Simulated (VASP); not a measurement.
# Zn (R-3m) in VASP: a series of runs, part 2 of 2

VASP 6.6.1. The steps go on from the part before.

**5. Single point, PBE (15.16 Å³/atom)**

INCAR

```
SYSTEM = Zn
  PREC = Accurate
  ENCUT = 520
  EDIFF = 1E-7
  ISMEAR = 0
  SIGMA = 0.15
  LREAL = .FALSE.
  LASPH = .TRUE.
  NELM = 80
  ALGO = Fast
  ISIF = 2
  LWAVE = .FALSE.
  LCHARG = .TRUE.
  GGA = PE
  LELF = .TRUE.
  LVHAR = .TRUE.
  NBANDS = 12
```

KPOINTS

```
Automatic mesh
0
G
  22 22 22
  0 0 0
```

POSCAR

```
Zn
1.0
    0.8733213059      2.4842189434      2.4842189434
    2.4842189434      0.8733213059      2.4842189434
    2.4842189434      2.4842189434      0.8733213059
Zn
1
Direct
    0.0000000000      0.0000000000      0.0000000000
```

Potentials or basis: VASP PAW PBE potentials, release 64 (Zn).

On the command line:

```console
$ cat potpaw_PBE.64/Zn/POTCAR > POTCAR
$ mpirun -np 1 vasp_std > vasp.out
```

OUTCAR:

```text
SYSTEM = Zn
   PREC = Accurate
   ENCUT = 520
   EDIFF = 1E-7
   ISMEAR = 0
   LREAL = .FALSE.
   LASPH = .TRUE.
   NELM = 80
   ISIF = 2
   GGA = PE

 ion  position               nearest neighbor table
   1  0.000  0.000  0.000-

  LATTYP: Found a trigonal (rhomboedric) cell.
 ALAT       =     3.6201350280
 COS(alpha) =     0.8019903528

  Lattice vectors:

 A1 = (   0.8733213059,   2.4842189434,   2.4842189434)
 A2 = (   2.4842189434,   0.8733213059,   2.4842189434)
 A3 = (   2.4842189434,   2.4842189434,   0.8733213059)

Analysis of symmetry for initial positions (statically):
=====================================================================
 Subroutine PRICEL returns:
 Original cell was already a primitive cell.

 Routine SETGRP: Setting up the symmetry group for a
 trigonal (rhombohedral) supercell.

 Subroutine GETGRP returns: Found 12 space group operations
 (whereof 12 operations were pure point group operations)
 out of a pool of 12 trial point group operations.

The static configuration has the point symmetry D_3d.

Analysis of symmetry for dynamics (positions and initial velocities):
=====================================================================
 Subroutine PRICEL returns:
 Original cell was already a primitive cell.

 Routine SETGRP: Setting up the symmetry group for a
 trigonal (rhombohedral) supercell.

 Subroutine GETGRP returns: Found 12 space group operations
 (whereof 12 operations were pure point group operations)
 out of a pool of 12 trial point group operations.

The dynamic configuration has the point symmetry D_3d.

 Subroutine INISYM returns: Found 12 space group operations
 (whereof 12 operations are pure point group operations),
 and found     1 'primitive' translations

----------------------------------------------------------------------------------------

                                     Primitive cell

  volume of cell :      15.1593

  direct lattice vectors                    reciprocal lattice vectors
     0.873321306  2.484218943  2.484218943    -0.356787501  0.263984406  0.263984406
     2.484218943  0.873321306  2.484218943     0.263984406 -0.356787501  0.263984406
     2.484218943  2.484218943  0.873321306     0.263984406  0.263984406 -0.356787501

  length of vectors
     3.620135028  3.620135028  3.620135028     0.516403771  0.516403771  0.516403771

  position of ions in fractional coordinates (direct lattice)
     0.000000000  0.000000000  0.000000000

  ion indices of the primitive-cell ions
   primitive index   ion index
                 1           1

----------------------------------------------------------------------------------------

 KPOINTS: Automatic mesh

Automatic generation of k-mesh.
 Grid dimensions read from file:
 generate k-points for:   22   22   22

 Generating k-lattice:

  Cartesian coordinates                     Fractional coordinates (reciprocal lattice)
    -0.016217614  0.011999291  0.011999291     0.045454545 -0.000000000 -0.000000000
     0.011999291 -0.016217614  0.011999291    -0.000000000  0.045454545 -0.000000000
     0.011999291  0.011999291 -0.016217614     0.000000000  0.000000000  0.045454545

  Length of vectors
     0.023472899  0.023472899  0.023472899

  Shift w.r.t. Gamma in fractional coordinates (k-lattice)
     0.000000000  0.000000000  0.000000000

 Subroutine IBZKPT returns following result:
 ===========================================

 Found   1024 irreducible k-points:

 Following reciprocal coordinates:
            Coordinates               Weight
  0.000000  0.000000  0.000000      1.000000
  0.045455 -0.000000 -0.000000      6.000000
  0.090909 -0.000000 -0.000000      6.000000
  0.136364 -0.000000 -0.000000      6.000000
  0.181818 -0.000000 -0.000000      6.000000
  0.227273 -0.000000 -0.000000      6.000000
[... 16 lines left out ...]
  0.500000  0.045455 -0.000000     12.000000
 -0.454545  0.045455 -0.000000     12.000000
 [... further k-points ...]
   k-points           NKPTS =   1024   k-points in BZ     NKDIM =   1024   number of bands    NBANDS=     12
   number of dos      NEDOS =    301   number of ions     NIONS =      1
   total plane-waves  NPLWV =  21952
   dimension x,y,z NGX =    28 NGY =   28 NGZ =   28
   dimension x,y,z NGXF=    56 NGYF=   56 NGZF=   56
   ions per type =               1
   NGX,Y,Z   is equivalent  to a cutoff of  12.86, 12.86, 12.86 a.u.
   NGXF,Y,Z  is equivalent  to a cutoff of  25.72, 25.72, 25.72 a.u.
 SYSTEM =  Zn
   PREC   = accura    normal or accurate (medium, high low for compatibility)
   ISTART =      0    job   : 0-new  1-cont  2-samecut
   ICHARG =      2    charge: 1-file 2-atom 10-const
   ISPIN  =      1    spin polarized calculation?
   LNONCOLLINEAR =      F non collinear calculations
   LSORBIT =      F    spin-orbit coupling
   LASPH  =      T    aspherical Exc in radial PAW
   ENCUT  =  520.0 eV  38.22 Ry    6.18 a.u.   6.73  6.73  6.73*2*pi/ulx,y,z
   NELM   =     80;   NELMIN=  2; NELMDL= -5     # of ELM steps
   EDIFF  = 0.1E-06   stopping-criterion for ELM
   LREAL  =      F    real-space projection
   EDIFFG = 0.1E-05   stopping-criterion for IOM
   NSW    =      0    number of steps for IOM
   IBRION =     -1    ionic relax: 0-MD 1-quasi-New 2-CG
   NFREE  =      0    steps in history (QN), initial steepest desc. (CG)
   ISIF   =      2    stress and relaxation
   ISYM   =      2    0-nonsym 1-usesym 2-fastsym
   POTIM  = 0.5000    time-step for ionic-motion
   TEBEG  =    0.0;   TEEND  =   0.0 temperature during run
   PSTRESS=    0.0 pullay stress
   NELECT =      12.0000    total number of electrons
   NUPDOWN=      -1.0000    fix difference up-down
   EMIN   =  10.00;   EMAX   =-10.00  energy-range for DOS
   EFERMI =   0.00;   METHOD = LEGACY
   ISMEAR =     0;   SIGMA  =   0.15  broadening in eV -4-tet -1-fermi 0-gaus
   EFERMI_NEDOS =   21; number of points for ismear=-14 and -15
   IALGO  =     68    algorithm
   IMIX   =      4    mixing-type and parameters
     AMIX     =   0.40;   BMIX     =  1.00
     AMIX_MAG =   1.60;   BMIX_MAG =  1.00
  volume/ion in A,a.u.               =      15.16       102.30
  Fermi-wavevector in a.u.,A,eV,Ry     =   1.514405  2.861811 31.203912  2.293423
  Thomas-Fermi vector in A             =   2.624067
   LORBIT       =      0    0 simple, 1 ext, 2 COOP (PROOUT), +10 PAW based schemes
   GGA     = PE    functional components
   LHFCALC =     F    Hartree Fock is set to
   AEXX    =    0.0000 exact exchange contribution
   IVDW    =     0    specifies the selected vdW correction
   LEPSILON=     F    determine dielectric tensor
   LRPA    =     F    only Hartree local field effects (RPA)
 non-spin polarized calculation
 RMM-DIIS sequential band-by-band and
 Gauss-broadening in eV      SIGMA  =   0.15
  energy-cutoff  :      520.00
  volume of cell :       15.16
 maximum number of plane-waves:       426
   NGX = 13   NGY = 13   NGZ = 13

 number of electron      11.9999994 magnetization

 Free energy of the ion-electron system (eV)
  ---------------------------------------------------
  ext. energy  EPLUGINS =         0.00000000
  ---------------------------------------------------
  free energy    TOTEN  =        -0.45550404 eV

  energy without entropy =       -0.45334891  energy(sigma->0) =       -0.45442648

 E-fermi :   2.7169     XC(G=0): -11.2208

 val. band max:        2.6890747111   @ k =  -0.3182   0.5000   0.0455
 cond. band min:       2.7340702732   @ k =   0.1818   0.1818   0.1818
 fundamental gap:      0.0449955621
 Fermi energy:         2.7169457561

 k-point     1 :       0.0000    0.0000    0.0000
  band No.  band energies     occupation
      1      -8.3647      2.00000
      2      -5.5241      2.00000
      3      -5.4134      2.00000
      4      -5.4134      2.00000
      5      -4.3090      2.00000
      6      -4.3090      2.00000
      7       5.2515      0.00000
      8      10.1248      0.00000
      9      29.4880      0.00000
     10      32.8558      0.00000
     11      32.8558      0.00000
     12      34.3300      0.00000
[... 331 lines left out ...]
 k-point    24 :      -0.4545    0.0455   -0.0000
  band No.  band energies     occupation
      1      -6.8958      2.00000
      2      -5.8344      2.00000
      3      -4.6141      2.00000
      4      -4.5945      2.00000
      5      -3.8422      2.00000
      6       1.2722      2.00000
      7       5.7930      0.00000
      8      11.8626      0.00000
      9      15.4287      0.00000
     10      20.0537      0.00000
     11      21.3319      0.00000
     12      24.7067      0.00000

 [... further k-points ...]
[... 5 lines left out ...]
  --------------------------------------------------------------------------------------
  -------------------------------------------------------------------------------------
  Total        3.4344388      3.4344388      3.4344388     -1.9113242     -1.9113242     -1.9113242
  in kB      362.9834477    362.9834477    362.9834477   -202.0065284   -202.0065284   -202.0065284
  external PRESSURE =     362.9834477 kB  Pullay stress =       0.0000000 kB

 VOLUME and BASIS-vectors are now :
 -----------------------------------------------------------------------------
  energy-cutoff  :      520.00
  volume of cell :       15.16
      direct lattice vectors                 reciprocal lattice vectors
     0.873321306  2.484218943  2.484218943    -0.356787501  0.263984406  0.263984406
     2.484218943  0.873321306  2.484218943     0.263984406 -0.356787501  0.263984406
     2.484218943  2.484218943  0.873321306     0.263984406  0.263984406 -0.356787501

 POSITION                                       TOTAL-FORCE (eV/Angst)
 -----------------------------------------------------------------------------------
      0.00000      0.00000      0.00000         0.000000      0.000000     -0.000000
 -----------------------------------------------------------------------------------
    total drift:                               -0.000000     -0.000000     -0.000000

  FREE ENERGIE OF THE ION-ELECTRON SYSTEM (eV)
  ---------------------------------------------------
  free  energy   TOTEN  =        -0.4555040442 eV

  energy  without entropy=       -0.4533489112  energy(sigma->0) =       -0.45442648
```

OSZICAR:

```text
N       E                     dE             d eps       ncg     rms          rms(c)
DAV:   1     0.446100491753E+02    0.44610E+02   -0.66523E+03 25440   0.159E+03
DAV:   2     0.865858305013E+00   -0.43744E+02   -0.41470E+02 25576   0.221E+02
DAV:   3    -0.625053625571E+00   -0.14909E+01   -0.14888E+01 28304   0.402E+01
DAV:   4    -0.629248542141E+00   -0.41949E-02   -0.41948E-02 26216   0.211E+00
DAV:   5    -0.629251946085E+00   -0.34039E-05   -0.34037E-05 28036   0.582E-02    0.516E+00
RMM:   6    -0.478927092843E+00    0.15032E+00   -0.30079E-01 30402   0.751E+00    0.316E+00
RMM:   7    -0.461654646215E+00    0.17272E-01   -0.11579E-02 30022   0.147E+00    0.143E+00
RMM:   8    -0.455542927200E+00    0.61117E-02   -0.53147E-03 29477   0.812E-01    0.106E-01
RMM:   9    -0.455581998506E+00   -0.39071E-04   -0.91201E-04 31257   0.446E-01    0.889E-02
RMM:  10    -0.455505043888E+00    0.76955E-04   -0.15500E-04 31465   0.154E-01    0.178E-02
RMM:  11    -0.455505534864E+00   -0.49098E-06   -0.10853E-05 30462   0.327E-02    0.133E-02
RMM:  12    -0.455503997775E+00    0.15371E-05   -0.41160E-06 31567   0.275E-02    0.233E-03
RMM:  13    -0.455504044234E+00   -0.46459E-07   -0.14646E-07 21297   0.444E-03
   1 F= -.45550404E+00 E0= -.45442648E+00  d E =-.215513E-02
```

stdout:

```text
POSCAR found type information on POSCAR Zn
 POSCAR found :  1 types and       1 ions
 scaLAPACK will be used
 LDA part: xc-table for (Slater+PW92), standard interpolation
 POSCAR, INCAR and KPOINTS ok, starting setup
 FFT: planning ... GRIDC
 FFT: planning ... GRID_SOFT
 FFT: planning ... GRID
 WAVECAR not read
 entering main loop
WARNING in EDDRMM: call to ZHEGV failed, returncode =   8  4      9
WARNING in EDDRMM: call to ZHEGV failed, returncode =   8  4     11
WARNING in EDDRMM: call to ZHEGV failed, returncode =   8  4     12
WARNING in EDDRMM: call to ZHEGV failed, returncode =   8  4     11
WARNING in EDDRMM: call to ZHEGV failed, returncode =   8  4     11
WARNING in EDDRMM: call to ZHEGV failed, returncode =   6  3     11
WARNING in EDDRMM: call to ZHEGV failed, returncode =   6  3     12
WARNING in EDDRMM: call to ZHEGV failed, returncode =   8  4      9
WARNING in EDDRMM: call to ZHEGV failed, returncode =   6  3      9
WARNING in EDDRMM: call to ZHEGV failed, returncode =   8  4     11
WARNING in EDDRMM: call to ZHEGV failed, returncode =   8  4     12
WARNING in EDDRMM: call to ZHEGV failed, returncode =   8  4     11
WARNING in EDDRMM: call to ZHEGV failed, returncode =   6  3     11
WARNING in EDDRMM: call to ZHEGV failed, returncode =   8  4     10
WARNING in EDDRMM: call to ZHEGV failed, returncode =   6  3      9
```

It took 5.2 min on 1 thread of Intel Xeon Platinum 8259CL at 2.50GHz (Skylake/Cascade Lake), shared host; peak memory 0.31 GiB.

Results:

* Free energy: -0.4555 eV
* Pressure: 36.3 GPa
* Band gap on the k mesh: zero (bands 6 and 7 overlap by 7.86 eV)

Caveat: the cell stands under pressure.

**6. Single point, PBE (15.16 Å³/atom)**

INCAR

```
  PREC = Accurate
  ENCUT = 520
  EDIFF = 1E-6
  ISMEAR = 0
  SIGMA = 0.15
  LREAL = False
  LASPH = True
  NELM = 60
  ALGO = Fast
  ISIF = 2
  LWAVE = False
  LCHARG = False
  GGA = PE
  NBANDS = 12
```

KPOINTS

```
regular mesh
0
Gamma
  22 22 22
```

POSCAR

```
Zn
1.0
   -0.7162080490      1.6791365965      1.6791365965
    1.6791365965     -0.7162080490      1.6791365965
    1.6791365965      1.6791365965     -0.7162080490
Zn
1
Direct
    0.0000000000      0.0000000000      0.0000000000
```

Potentials or basis: VASP PAW PBE potentials, release 64 (Zn).

On the command line:

```console
$ cat potpaw_PBE.64/Zn/POTCAR > POTCAR
$ mpirun -np 1 vasp_std > vasp.out
```

OUTCAR:

```text
PREC = Accurate
   ENCUT = 520
   EDIFF = 1E-6
   ISMEAR = 0
   LREAL = False
   LASPH = True
   NELM = 60
   ISIF = 2
   GGA = PE

 ion  position               nearest neighbor table
   1  0.000  0.000  0.000-

  LATTYP: Found a trigonal (rhomboedric) cell.
 ALAT       =     2.4803131635
 COS(alpha) =     0.0673407927

  Lattice vectors:

 A1 = (  -0.7162080490,   1.6791365965,   1.6791365965)
 A2 = (   1.6791365965,  -0.7162080490,   1.6791365965)
 A3 = (   1.6791365965,   1.6791365965,  -0.7162080490)

Analysis of symmetry for initial positions (statically):
=====================================================================
 Subroutine PRICEL returns:
 Original cell was already a primitive cell.

 Routine SETGRP: Setting up the symmetry group for a
 trigonal (rhombohedral) supercell.

 Subroutine GETGRP returns: Found 12 space group operations
 (whereof 12 operations were pure point group operations)
 out of a pool of 12 trial point group operations.

The static configuration has the point symmetry D_3d.

Analysis of symmetry for dynamics (positions and initial velocities):
=====================================================================
[... 162 lines left out ...]
 Fermi energy:         2.9242449834

 k-point     1 :       0.0000    0.0000    0.0000
  band No.  band energies     occupation
      1      -7.3202      2.00000
      2      -5.5515      2.00000
      3      -5.5515      2.00000
      4      -4.0083      2.00000
      5      -4.0083      2.00000
      6      -3.9870      2.00000
      7      16.7669      0.00000
      8      16.7669      0.00000
      9      16.9416      0.00000
     10      19.8634      0.00000
     11      19.8634      0.00000
     12      23.3840      0.00000
[... 331 lines left out ...]
 k-point    24 :      -0.4545    0.0455   -0.0000
  band No.  band energies     occupation
      1      -5.3912      2.00000
      2      -5.3677      2.00000
      3      -4.4671      2.00000
      4      -4.4068      2.00000
      5      -3.9734      2.00000
      6      -1.2754      2.00000
      7       1.0934      2.00000
      8      19.7638      0.00000
      9      21.3233      0.00000
     10      24.6113      0.00000
     11      24.7785      0.00000
     12      25.0128      0.00000

 [... further k-points ...]
[... 5 lines left out ...]
  --------------------------------------------------------------------------------------
  -------------------------------------------------------------------------------------
  Total        1.3003953      1.3003953      1.3003953      0.1627985      0.1627985      0.1627985
  in kB      137.4378715    137.4378715    137.4378715     17.2060620     17.2060620     17.2060620
  external PRESSURE =     137.4378715 kB  Pullay stress =       0.0000000 kB

 VOLUME and BASIS-vectors are now :
 -----------------------------------------------------------------------------
  energy-cutoff  :      520.00
  volume of cell :       15.16
      direct lattice vectors                 reciprocal lattice vectors
    -0.716208049  1.679136597  1.679136597    -0.152153705  0.265322754  0.265322754
     1.679136597 -0.716208049  1.679136597     0.265322754 -0.152153705  0.265322754
     1.679136597  1.679136597 -0.716208049     0.265322754  0.265322754 -0.152153705

 POSITION                                       TOTAL-FORCE (eV/Angst)
 -----------------------------------------------------------------------------------
      0.00000      0.00000      0.00000        -0.000000      0.000000      0.000000
 -----------------------------------------------------------------------------------
    total drift:                                0.000000     -0.000000      0.000000

  FREE ENERGIE OF THE ION-ELECTRON SYSTEM (eV)
  ---------------------------------------------------
  free  energy   TOTEN  =        -0.7834498934 eV

  energy  without entropy=       -0.7798978399  energy(sigma->0) =       -0.78167387
```

It took 82 s on 1 thread of Intel Xeon Platinum 8259CL at 2.50GHz (Skylake/Cascade Lake), shared host; peak memory 0.27 GiB.

What came out:

```
Free energy            : -0.7834 eV
Pressure               : 13.7 GPa
Band gap on the k mesh : zero (bands 6 and 7 overlap by 7.35 eV)
```

Caveat: the cell stands under pressure.

**7. Overview**

| cell | further INCAR settings | gap on the mesh (eV) | pressure (GPa) |
| --- | --- | --- | --- |
| a = 4.042 Å, angles 30.6°, 1 atom | ALGO = Fast; EDIFF = 1e-07; NBANDS = 12 | none | 73.3 |
| a = 2.624 Å, angles 68.9°, 1 atom | ALGO = Fast; EDIFF = 1e-07; NBANDS = 12 | none | 3.4 |
| a = 2.993 Å, angles 51.5°, 1 atom | ALGO = Fast; EDIFF = 1e-06; NBANDS = 12 | none | 2.0 |
| a = 3.620 Å, angles 36.7°, 1 atom | ALGO = Fast; EDIFF = 1e-07; NBANDS = 12 | none | 36.3 |
| a = 2.480 Å, angles 86.1°, 1 atom | ALGO = Fast; EDIFF = 1e-06; NBANDS = 12 | none | 13.7 |

Alike in all rows: task single point; level PBE; potentials or basis VASP PAW PBE potentials, release 64 (Zn); no spin polarisation; k mesh 22 × 22 × 22; cutoff (eV) 520; smearing gaussian 0.15 eV.

Caveats: the cell stands under pressure (at least some runs).

Absolute energies hang on the potentials; compare differences alone.

The gap in the log of VASP goes by the Fermi energy; the results here count the filled bands.